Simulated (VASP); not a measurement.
# ZrB (Immm) in VASP: further runs, part 2 of 2

VASP 6.6.1.

## 3. Single point, PBEsol (strain -0.0300 x Voigt [0, 0, 0, 0, 1, 0])

INCAR

```
SYSTEM = ZrB
  ALGO = Normal
  EDIFF = 1E-7
  ENCUT = 520
  GGA = PS
  ISIF = 2
  ISMEAR = 0
  LASPH = .True.
  LCHARG = .True.
  LELF = .True.
  LREAL = .False.
  LVHAR = .True.
  LWAVE = .False.
  NBANDS = 14
  NELM = 100
  PREC = Accurate
  SIGMA = 0.15
```

KPOINTS

```
k-points
0
Gamma
  18 18 18
  0 0 0
```

POSCAR

```
ZrB
1.0
   -0.0348750000      2.3250000000      2.3250000000
    2.2901250000      0.0000000000      2.2901250000
    2.3250000000      2.3250000000     -0.0348750000
Zr B
1 1
Direct
    0.0000000000      0.0000000000      0.0000000000
    0.5000000000      0.5000000000      0.5000000000
```

Potentials or basis: VASP PAW PBE potentials, release 64 (Zr_sv, B).

Run with:

```console
cat potpaw_PBE.64/Zr_sv/POTCAR potpaw_PBE.64/B/POTCAR > POTCAR
mpirun -np 1 vasp_std > vasp.out
```

Run time: 4.3 min. Hardware: 1 thread of Intel Xeon Platinum 8375C at 2.90GHz (Ice Lake), shared host; peak memory 0.4 GiB.

Results (log left out):

- Free energy: -16.6167 eV
- Pressure: 29.7 GPa
- Band gap on the k mesh: zero (an odd number of electrons rules out a gap without spin polarisation)

Stress tensor (GPa, compression positive):
```
29.74  0.00  1.74
 0.00 29.77  0.00
 1.74  0.00 29.74
```

Levels at points of the mesh, in eV from the Fermi level:
```tsv
k point	band 4	band 5	band 6	band 7	band 8	band 9	band 10	band 11	band 12	band 13
(0.00, 0.00, 0.00)	-24.41	-8.32	1.68	1.87	2.10	3.70	3.70	3.74	3.84	3.97
(0.50, 0.00, 0.00)	-24.50	-4.22	-3.62	-1.44	-1.19	5.52	5.85	7.32	8.33	13.27
(0.00, 0.50, 0.00)	-24.54	-4.23	-3.46	-1.62	-1.39	5.69	5.93	7.50	8.16	13.42
(0.50, 0.50, 0.00)	-24.77	-6.46	-1.17	-0.29	2.57	2.57	5.47	6.93	6.93	10.68
(0.50, 0.00, 0.50)	-24.73	-6.47	-1.17	-0.29	2.40	2.74	5.49	6.93	6.94	10.66
```

Caveat: the cell differs from its parent crystal (strain -0.0300 x Voigt [0, 0, 0, 0, 1, 0]); the cell stands under pressure; the PAW data sets were made with another functional, which shifts forces and pressure a little.

## 4. Single point, PBEsol (strain +0.0150 x Voigt [0, 0, 0, 0, 1, 0])

INCAR

```
SYSTEM = ZrB
PREC = Accurate
ENCUT = 520
EDIFF = 1E-7
ISMEAR = 0
SIGMA = 0.15
LREAL = .False.
LASPH = .True.
NELM = 80
ALGO = Normal
ISIF = 2
LWAVE = .False.
LCHARG = .False.
GGA = PS
NBANDS = 14
```

KPOINTS

```
regular mesh
0
Gamma
  18 18 18
  0 0 0
```

POSCAR

```
ZrB
1.0
    0.0174375000      2.3250000000      2.3250000000
    2.3424375000      0.0000000000      2.3424375000
    2.3250000000      2.3250000000      0.0174375000
Zr B
1 1
Direct
    0.0000000000      0.0000000000      0.0000000000
    0.5000000000      0.5000000000      0.5000000000
```

Potentials or basis: VASP PAW PBE potentials, release 64 (Zr_sv, B).

Run with:

```console
cat potpaw_PBE.64/Zr_sv/POTCAR potpaw_PBE.64/B/POTCAR > POTCAR
mpirun -np 1 vasp_std > vasp.out
```

OUTCAR:

```text
SYSTEM = ZrB
   PREC = Accurate
   ENCUT = 520
   EDIFF = 1E-7
   ISMEAR = 0
   LREAL = .False.
   LASPH = .True.
   NELM = 80
   ISIF = 2
   GGA = PS

 ion  position               nearest neighbor table
   1  0.000  0.000  0.000-   2 2.33   2 2.33   2 2.33   2 2.33   2 2.33   2 2.33
   2  0.500  0.500  0.500-   1 2.33   1 2.33   1 2.33   1 2.33   1 2.33   1 2.33

  LATTYP: Found a body centered orthorhombic cell.
 ALAT       =     3.2633861835
 B/A-ratio  =     1.0151133501
 C/A-ratio  =     1.4249003147

  Lattice vectors:

[... 596 lines left out ...]

  FORCE on cell =-STRESS in cart. coord.  units (eV):
  Direction    XX          YY          ZZ          XY          YZ          ZX
  --------------------------------------------------------------------------------------
  -------------------------------------------------------------------------------------
  Total        4.6613333      4.6637782      4.6613333      0.0000000      0.0000000     -0.1338645
  in kB      297.1298604    297.2857096    297.1298604      0.0000000      0.0000000     -8.5329979
  external PRESSURE =     297.1818101 kB  Pullay stress =       0.0000000 kB

 VOLUME and BASIS-vectors are now :
 -----------------------------------------------------------------------------
  energy-cutoff  :      520.00
  volume of cell :       25.13
      direct lattice vectors                 reciprocal lattice vectors
     0.017437500  2.325000000  2.325000000    -0.216678855  0.215053763  0.216678855
     2.342437500  0.000000000  2.342437500     0.213452867 -0.215053763  0.213452867
     2.325000000  2.325000000  0.017437500     0.216678855  0.215053763 -0.216678855

 POSITION                                       TOTAL-FORCE (eV/Angst)
 -----------------------------------------------------------------------------------
      0.00000      0.00000      0.00000         0.000000      0.000000     -0.000000
      2.34244      2.32500      2.34244        -0.000000      0.000000      0.000000
 -----------------------------------------------------------------------------------
    total drift:                                0.000000     -0.000000     -0.000000

  FREE ENERGIE OF THE ION-ELECTRON SYSTEM (eV)
  ---------------------------------------------------
  free  energy   TOTEN  =       -16.6205304413 eV

  energy  without entropy=      -16.6082368537  energy(sigma->0) =      -16.61438365
```

OSZICAR:

```text
N       E                     dE             d eps       ncg     rms          rms(c)
DAV:   1     0.960573593950E+02    0.96057E+02   -0.79022E+03 24236   0.104E+03
DAV:   2    -0.143914835214E+02   -0.11045E+03   -0.10459E+03 29700   0.286E+02
DAV:   3    -0.182047693941E+02   -0.38133E+01   -0.37717E+01 36210   0.450E+01
DAV:   4    -0.182778412931E+02   -0.73072E-01   -0.73046E-01 28978   0.573E+00
DAV:   5    -0.182795048861E+02   -0.16636E-02   -0.16636E-02 36190   0.595E-01    0.241E+01
DAV:   6    -0.166432573550E+02    0.16362E+01   -0.23002E+00 28848   0.137E+01    0.936E+00
DAV:   7    -0.166193590657E+02    0.23898E-01   -0.28342E-01 35822   0.384E+00    0.369E+00
DAV:   8    -0.166210174549E+02   -0.16584E-02   -0.29552E-02 29790   0.155E+00    0.339E-01
DAV:   9    -0.166204745839E+02    0.54287E-03   -0.22801E-03 27568   0.320E-01    0.134E-01
DAV:  10    -0.166205332225E+02   -0.58639E-04   -0.25724E-04 28636   0.183E-01    0.177E-02
DAV:  11    -0.166205312601E+02    0.19625E-05   -0.91061E-06 30838   0.265E-02    0.364E-03
DAV:  12    -0.166205304433E+02    0.81678E-06   -0.47199E-07 28824   0.765E-03    0.141E-03
DAV:  13    -0.166205304413E+02    0.20150E-08   -0.28208E-08 15536   0.170E-03
   1 F= -.16620530E+02 E0= -.16614384E+02  d E =-.122936E-01
```

Run time: 4.4 min. Hardware: 1 thread of Intel Xeon Platinum 8375C at 2.90GHz (Ice Lake), shared host; peak memory 0.41 GiB.

Results:

```
Free energy            : -16.6205 eV
Pressure               : 29.7 GPa
Band gap on the k mesh : zero (an odd number of electrons rules out a gap without spin polarisation)
```

Caveat: the cell differs from its parent crystal (strain +0.0150 x Voigt [0, 0, 0, 0, 1, 0]); the cell stands under pressure; the PAW data sets were made with another functional, which shifts forces and pressure a little.

## 5. Overview

| cell | gap on the mesh (eV) | pressure (GPa) |
| --- | --- | --- |
| a = 3.288, b = 3.362 Å, angles 59.3, 58.5, 59.3°, 2 atoms | none | 29.8 |
| a = 3.288, b = 3.239 Å, angles 60.5, 61.0, 60.5°, 2 atoms | none | 29.7 |
| a = 3.288, b = 3.313 Å, angles 59.8, 59.5, 59.8°, 2 atoms | none | 29.7 |

Alike in all rows: task single point; level PBEsol; potentials or basis VASP PAW PBE potentials, release 64 (Zr_sv, B); no spin polarisation; k mesh 18 × 18 × 18; cutoff (eV) 520; smearing gaussian 0.15 eV.

Caveats: the cell stands under pressure; the PAW data sets were made with another functional, which shifts forces and pressure a little.

Absolute energies hang on the potentials; compare differences alone.
